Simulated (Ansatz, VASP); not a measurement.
KNb3O: VASP beside Ansatz

```
CELL_PARAMETERS angstrom
3.54701 0.00000 0.00000
0.00000 3.54701 0.00000
0.00000 0.00000 7.15530
ATOMIC_POSITIONS crystal
K 0.50000 0.50000 0.50000
Nb 0.50000 0.50000 0.00000
Nb 0.00000 0.00000 0.79411
Nb 0.00000 0.00000 0.20589
O 0.00000 0.00000 0.50000
```

Alike in both runs: functional PBE; k mesh 4 × 4 × 4; occupations gaussian, width 0.1 eV; no spin polarisation.

Ansatz relaxed the structure, and its values are those at the end. VASP's run is a single point on that final structure, the one shown.

|  | VASP | Ansatz |
| --- | --- | --- |
| version | VASP 6.6.1 | Ansatz 0.2.0 |
| potentials or method | VASP PAW PBE potentials, release 64 (K_sv, Nb_sv, O), cutoff 520 eV | scalar-relativistic, plane waves, PAW |
| valence electrons in the cell | 54 | 54 |

VASP gave:

- gap on the k mesh at the Fermi level (eV): none
- pressure (GPa): -0.2
- rms of the force components (eV/Å): 0.000

Q: Which values does Ansatz return?

A: gap on the k mesh at the Fermi level (eV): none; pressure (GPa): -0.2; rms of the force components (eV/Å): 0.005.

A gap of «none» marks a metal or a gap that the smearing closes.

The k mesh is coarse, so the values compare programs but aren't converged.
